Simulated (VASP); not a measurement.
# Re (R-3m) in VASP: notebook

The runs below take Re through single point, with r2SCAN.

All numbers are computed with VASP 6.6.1; they aren't measurements. Logs are shortened: lines on timing, memory, paths and dates and some standing lists are left out, and cuts for length are marked.

### Step 1. The cell of the first run

It takes space group R-3m (No. 166, trigonal). The conventional cell has a = 2.861 Å, b = 2.861 Å, c = 6.518 Å, α = 90.00°, β = 90.00°, γ = 120.00°. Within 3.6 Å of Re (site symmetry -3m) lie 12 Re at 2.73 to 2.86 Å.

### Step 2. Single point, r2SCAN

POSCAR reads:

```
Re
1.0
   -0.0944233848      1.9289348617      1.9289348617
    1.9289348617     -0.0944233848      1.9289348617
    1.9289348617      1.9289348617     -0.0944233848
Re
1
Direct
    0.0000000000      0.0000000000      0.0000000000
```

INCAR.step1 reads:

```
PREC = Accurate
ENCUT = 520
ISMEAR = 0
SIGMA = 0.15
LREAL = False
LASPH = True
NELM = 80
NBANDS = 10
GGA = PE
ALGO = Normal
EDIFF = 1E-4
LWAVE = True
LCHARG = False
```

INCAR.step2 reads:

```
PREC = Accurate
ENCUT = 520
EDIFF = 1E-6
ISMEAR = 0
SIGMA = 0.15
LREAL = False
LASPH = True
NELM = 80
ALGO = Normal
ISIF = 2
LWAVE = False
LCHARG = False
METAGGA = R2SCAN
LMIXTAU = True
NBANDS = 10
ISTART = 1
```

KPOINTS reads:

```
Automatic mesh
0
Gamma
  22 22 22
```

Potentials or basis: VASP PAW PBE potentials, release 64 (Re).

Command:

```console
$ cat potpaw_PBE.64/Re/POTCAR > POTCAR
$ cp INCAR.step1 INCAR
$ mpirun -np 1 vasp_std > vasp.out
$ cp INCAR.step2 INCAR
$ mpirun -np 1 vasp_std > vasp.out
```

OUTCAR:

```text
PREC = Accurate
   ENCUT = 520
   EDIFF = 1E-6
   ISMEAR = 0
   LREAL = False
   LASPH = True
   NELM = 80
   ISIF = 2
   METAGGA = R2SCAN
   ISTART = 1

 ion  position               nearest neighbor table
   1  0.000  0.000  0.000-

  LATTYP: Found a trigonal (rhomboedric) cell.
 ALAT       =     2.7295595207
 COS(alpha) =     0.4505091948

  Lattice vectors:

 A1 = (  -0.0944233848,   1.9289348617,   1.9289348617)
 A2 = (   1.9289348617,  -0.0944233848,   1.9289348617)
 A3 = (   1.9289348617,   1.9289348617,  -0.0944233848)

Analysis of symmetry for initial positions (statically):
=====================================================================
 Subroutine PRICEL returns:
 Original cell was already a primitive cell.

 Routine SETGRP: Setting up the symmetry group for a
 trigonal (rhombohedral) supercell.

 Subroutine GETGRP returns: Found 12 space group operations
 (whereof 12 operations were pure point group operations)
 out of a pool of 12 trial point group operations.

The static configuration has the point symmetry D_3d.

Analysis of symmetry for dynamics (positions and initial velocities):
=====================================================================
 Subroutine PRICEL returns:
 Original cell was already a primitive cell.

 Routine SETGRP: Setting up the symmetry group for a
 trigonal (rhombohedral) supercell.

 Subroutine GETGRP returns: Found 12 space group operations
 (whereof 12 operations were pure point group operations)
 out of a pool of 12 trial point group operations.

The dynamic configuration has the point symmetry D_3d.

 Subroutine INISYM returns: Found 12 space group operations
 (whereof 12 operations are pure point group operations),
 and found     1 'primitive' translations

----------------------------------------------------------------------------------------

                                     Primitive cell

  volume of cell :      15.4075

  direct lattice vectors                    reciprocal lattice vectors
    -0.094423385  1.928934862  1.928934862    -0.240913935  0.253313917  0.253313917
     1.928934862 -0.094423385  1.928934862     0.253313917 -0.240913935  0.253313917
     1.928934862  1.928934862 -0.094423385     0.253313917  0.253313917 -0.240913935

  length of vectors
     2.729559521  2.729559521  2.729559521     0.431712179  0.431712179  0.431712179

  position of ions in fractional coordinates (direct lattice)
     0.000000000  0.000000000  0.000000000

  ion indices of the primitive-cell ions
   primitive index   ion index
                 1           1

----------------------------------------------------------------------------------------

 KPOINTS: Automatic mesh

Automatic generation of k-mesh.
 Grid dimensions read from file:
 generate k-points for:   22   22   22

 Generating k-lattice:

  Cartesian coordinates                     Fractional coordinates (reciprocal lattice)
    -0.010950633  0.011514269  0.011514269     0.045454545  0.000000000  0.000000000
     0.011514269 -0.010950633  0.011514269     0.000000000  0.045454545  0.000000000
     0.011514269  0.011514269 -0.010950633     0.000000000  0.000000000  0.045454545

  Length of vectors
     0.019623281  0.019623281  0.019623281

  Shift w.r.t. Gamma in fractional coordinates (k-lattice)
     0.000000000  0.000000000  0.000000000

 Subroutine IBZKPT returns following result:
 ===========================================

 Found   1024 irreducible k-points:

 Following reciprocal coordinates:
            Coordinates               Weight
  0.000000  0.000000  0.000000      1.000000
  0.045455 -0.000000 -0.000000      6.000000
  0.090909 -0.000000 -0.000000      6.000000
  0.136364 -0.000000 -0.000000      6.000000
  0.181818  0.000000  0.000000      6.000000
  0.227273 -0.000000 -0.000000      6.000000
[... 16 lines left out ...]
  0.500000  0.045455 -0.000000     12.000000
 -0.454545  0.045455 -0.000000     12.000000
 [... further k-points ...]
   k-points           NKPTS =   1024   k-points in BZ     NKDIM =   1024   number of bands    NBANDS=     10
   number of dos      NEDOS =    301   number of ions     NIONS =      1
   total plane-waves  NPLWV =   8000
   dimension x,y,z NGX =    20 NGY =   20 NGZ =   20
   dimension x,y,z NGXF=    40 NGYF=   40 NGZF=   40
   ions per type =               1
   NGX,Y,Z   is equivalent  to a cutoff of  12.18, 12.18, 12.18 a.u.
   NGXF,Y,Z  is equivalent  to a cutoff of  24.36, 24.36, 24.36 a.u.
 SYSTEM =  unknown system
   PREC   = accura    normal or accurate (medium, high low for compatibility)
   ISTART =      1    job   : 0-new  1-cont  2-samecut
   ICHARG =      0    charge: 1-file 2-atom 10-const
   ISPIN  =      1    spin polarized calculation?
   LNONCOLLINEAR =      F non collinear calculations
   LSORBIT =      F    spin-orbit coupling
   LASPH  =      T    aspherical Exc in radial PAW
   ENCUT  =  520.0 eV  38.22 Ry    6.18 a.u.   5.08  5.08  5.08*2*pi/ulx,y,z
   NELM   =     80;   NELMIN=  2; NELMDL=  0     # of ELM steps
   EDIFF  = 0.1E-05   stopping-criterion for ELM
   LREAL  =      F    real-space projection
   EDIFFG = 0.1E-04   stopping-criterion for IOM
   NSW    =      0    number of steps for IOM
   IBRION =     -1    ionic relax: 0-MD 1-quasi-New 2-CG
   NFREE  =      0    steps in history (QN), initial steepest desc. (CG)
   ISIF   =      2    stress and relaxation
   ISYM   =      2    0-nonsym 1-usesym 2-fastsym
   POTIM  = 0.5000    time-step for ionic-motion
   TEBEG  =    0.0;   TEEND  =   0.0 temperature during run
   PSTRESS=    0.0 pullay stress
   NELECT =       7.0000    total number of electrons
   NUPDOWN=      -1.0000    fix difference up-down
   EMIN   =  10.00;   EMAX   =-10.00  energy-range for DOS
   EFERMI =   0.00;   METHOD = LEGACY
   ISMEAR =     0;   SIGMA  =   0.15  broadening in eV -4-tet -1-fermi 0-gaus
   EFERMI_NEDOS =   21; number of points for ismear=-14 and -15
   IALGO  =     38    algorithm
   IMIX   =      4    mixing-type and parameters
     AMIX     =   0.40;   BMIX     =  1.00
     AMIX_MAG =   1.60;   BMIX_MAG =  1.00
  volume/ion in A,a.u.               =      15.41       103.97
  Fermi-wavevector in a.u.,A,eV,Ry     =   1.258531  2.378278 21.550255  1.583899
  Thomas-Fermi vector in A             =   2.392135
   LORBIT       =      0    0 simple, 1 ext, 2 COOP (PROOUT), +10 PAW based schemes
   METAGGA = R2SCAN    functional components
   LHFCALC =     F    Hartree Fock is set to
   AEXX    =    0.0000 exact exchange contribution
   IVDW    =     0    specifies the selected vdW correction
   LEPSILON=     F    determine dielectric tensor
   LRPA    =     F    only Hartree local field effects (RPA)
 non-spin polarized calculation
 Gauss-broadening in eV      SIGMA  =   0.15
  energy-cutoff  :      520.00
  volume of cell :       15.41
 maximum number of plane-waves:       434
   NGX = 11   NGY = 11   NGZ = 11

 number of electron       7.0000000 magnetization

 Free energy of the ion-electron system (eV)
  ---------------------------------------------------
  ext. energy  EPLUGINS =         0.00000000
  ---------------------------------------------------
  free energy    TOTEN  =       -52.30006597 eV

  energy without entropy =      -52.29064687  energy(sigma->0) =      -52.29535642

 E-fermi :   7.4691     XC(G=0): -14.7001

 val. band max:        7.4633652685   @ k =   0.1818   0.1364  -0.0000
 cond. band min:       7.4695397965   @ k =  -0.1364  -0.4545   0.0909
 fundamental gap:      0.0061745280
 Fermi energy:         7.4691443224

 k-point     1 :       0.0000    0.0000    0.0000
  band No.  band energies     occupation
      1      -2.8903      2.00000
      2       4.9919      2.00000
      3       4.9919      2.00000
      4       6.4662      2.00000
      5       8.8044      0.00000
      6       8.8044      0.00000
      7      21.8524      0.00000
      8      27.0450      0.00000
      9      27.0450      0.00000
     10      29.3748      0.00000

 k-point     2 :       0.0455   -0.0000   -0.0000
  band No.  band energies     occupation
      1      -2.7977      2.00000
      2       4.9622      2.00000
      3       5.0222      2.00000
      4       6.4873      2.00000
      5       8.7710      0.00000
      6       8.7779      0.00000
      7      22.0268      0.00000
      8      26.6466      0.00000
      9      27.2236      0.00000
     10      29.4109      0.00000

 k-point     3 :       0.0909   -0.0000   -0.0000
  band No.  band energies     occupation
      1      -2.5262      2.00000
      2       4.8691      2.00000
      3       5.1040      2.00000
      4       6.5601      2.00000
      5       8.6874      0.00000
      6       8.7136      0.00000
      7      22.5235      0.00000
      8      25.6962      0.00000
      9      27.7483      0.00000
     10      29.7307      0.00000

 k-point     4 :       0.1364   -0.0000   -0.0000
  band No.  band energies     occupation
      1      -2.0959      2.00000
      2       4.7214      2.00000
      3       5.2097      2.00000
      4       6.6821      2.00000
      5       8.6016      0.00000
      6       8.6603      0.00000
      7      23.2472      0.00000
      8      24.5863      0.00000
      9      28.5878      0.00000
     10      30.3738      0.00000
[... 222 lines left out ...]
 k-point    22 :       0.4545    0.0455   -0.0000
  band No.  band energies     occupation
      1       0.5583      2.00000
      2       4.7722      2.00000
      3       6.2959      2.00000
      4       6.5624      2.00000
      5      10.4423      0.00000
      6      11.3219      0.00000
      7      17.4793      0.00000
      8      22.0725      0.00000
      9      27.7727      0.00000
     10      29.5071      0.00000

 k-point    23 :       0.5000    0.0455   -0.0000
  band No.  band energies     occupation
      1       0.5714      2.00000
      2       4.7275      2.00000
      3       6.2372      2.00000
      4       6.9781      2.00000
      5      10.6812      0.00000
      6      11.4204      0.00000
      7      16.9763      0.00000
      8      21.8444      0.00000
      9      27.3114      0.00000
     10      29.1905      0.00000

 k-point    24 :      -0.4545    0.0455   -0.0000
  band No.  band energies     occupation
      1       0.5675      2.00000
      2       4.7433      2.00000
      3       6.2278      2.00000
      4       6.9333      2.00000
      5      10.6758      0.00000
      6      11.3000      0.00000
      7      17.0853      0.00000
      8      21.9096      0.00000
      9      27.2730      0.00000
     10      29.4264      0.00000

 [... further k-points ...]

------------------------ aborting loop because EDIFF is reached ----------------------------------------

  FORCE on cell =-STRESS in cart. coord.  units (eV):
  Direction    XX          YY          ZZ          XY          YZ          ZX
  --------------------------------------------------------------------------------------
  -------------------------------------------------------------------------------------
  Total       -1.3318051     -1.3318051     -1.3318051      0.8522652      0.8522652      0.8522652
  in kB     -138.4904893   -138.4904893   -138.4904893     88.6245498     88.6245498     88.6245498
  external PRESSURE =    -138.4904893 kB  Pullay stress =       0.0000000 kB

 VOLUME and BASIS-vectors are now :
 -----------------------------------------------------------------------------
  energy-cutoff  :      520.00
  volume of cell :       15.41
      direct lattice vectors                 reciprocal lattice vectors
    -0.094423385  1.928934862  1.928934862    -0.240913935  0.253313917  0.253313917
     1.928934862 -0.094423385  1.928934862     0.253313917 -0.240913935  0.253313917
     1.928934862  1.928934862 -0.094423385     0.253313917  0.253313917 -0.240913935

 POSITION                                       TOTAL-FORCE (eV/Angst)
 -----------------------------------------------------------------------------------
      0.00000      0.00000      0.00000         0.000000     -0.000000      0.000000
 -----------------------------------------------------------------------------------
    total drift:                               -0.000000     -0.000000     -0.000000

  FREE ENERGIE OF THE ION-ELECTRON SYSTEM (eV)
  ---------------------------------------------------
  free  energy   TOTEN  =       -52.3000659705 eV

  energy  without entropy=      -52.2906468662  energy(sigma->0) =      -52.29535642
```

Wall time 6.5 min (1 thread of AMD EPYC 7R13 (Zen 3), shared host); peak memory 0.24 GiB.

Results:

| Quantity | Value |
| --- | --- |
| Free energy | -52.3001 eV |
| Pressure | -13.8 GPa |
| Band gap on the k mesh | zero (an odd number of electrons rules out a gap without spin polarisation) |

Stress tensor (GPa, compression positive):
```
-13.85   8.86   8.86
  8.86 -13.85   8.86
  8.86   8.86 -13.85
```

Caveat: the cell stands under tension; the PAW data sets were made with another functional, which shifts forces and pressure a little; spin-orbit coupling is left out, which moves the levels of the heavy elements.

(Continued in part 2 of 2.)
